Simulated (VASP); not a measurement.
The system is Ni.

```xyz
1
Lattice="0.0000 1.7701 1.7701 1.7701 0.0000 1.7701 1.7701 1.7701 0.0000" Properties=species:S:1:pos:R:3 pbc="T T T"
Ni    0.0000    0.0000    0.0000
```

Base run:

```yaml
Program: VASP 6.6.1
Functional: PBE
Potentials_or_basis: VASP PAW PBE potentials, release 64 (Ni)
Cutoff: 520 eV
k_mesh: 13 × 13 × 13
Occupations: fermi-dirac, width 0.1 eV
Spin: collinear spin, ferromagnetic start
Starting_moments: "[2.0] μB"
```

Its results: pressure -3.2 GPa; site moments Ni +0.64 μB.

The run is repeated on the same cell with these changes: moments at the start from [2.0] to [0.95]; fixed moment from none to 0.95 μB. What comes out?

Pressure -0.6 GPa; site moments Ni +0.95 μB.

Caveats: the total moment is fixed, so each spin has its own Fermi level (some runs).
